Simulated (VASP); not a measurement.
## MoPd: single point with LDA

Crystal: MoPd.

```
Mo Pd
1.0
     2.76884    0.00000    0.00000
    -1.38442    2.39788    0.00000
     0.00000    0.00000    4.52541
Mo Pd
1 1
Direct
  0.66667 0.33333 0.50000
  0.33333 0.66667 0.00000
```

- Program: VASP 6.6.1
- Task: single point
- Functional: LDA
- Potentials or basis: VASP PAW LDA potentials, release 64 (Mo_sv, Pd)
- Cutoff: 520 eV
- k mesh: 9 × 9 × 5
- Occupations: methfessel-paxton, width 0.1 eV
- Spin: no spin polarisation
- Dipole correction: no
- Further INCAR settings: ALGO = Normal; EDIFF = 1e-06; NBANDS = 19

| Property | Result |
| --- | --- |
| Pressure | -9.2 GPa |
| Band gap on the k mesh | zero (band 12 reaches 12.58 eV, above the bottom of band 13 at 10.66 eV) |

Stress tensor (GPa, compression positive):
```
-9.52  0.00  0.00
 0.00 -9.52  0.00
 0.00  0.00 -8.44
```

Levels at points of the mesh, in eV from the Fermi level:
```csv
k point,band 9,band 10,band 11,band 12,band 13,band 14,band 15,band 16
"(0.00, 0.00, 0.00)",-2.43,-2.15,-2.15,-0.51,-0.51,0.88,2.41,2.41
```

Run time: 13 s on 1 thread of Intel(R) Xeon(R) Platinum 8488C (Sapphire Rapids), on a shared host, peak memory 0.14 GiB.
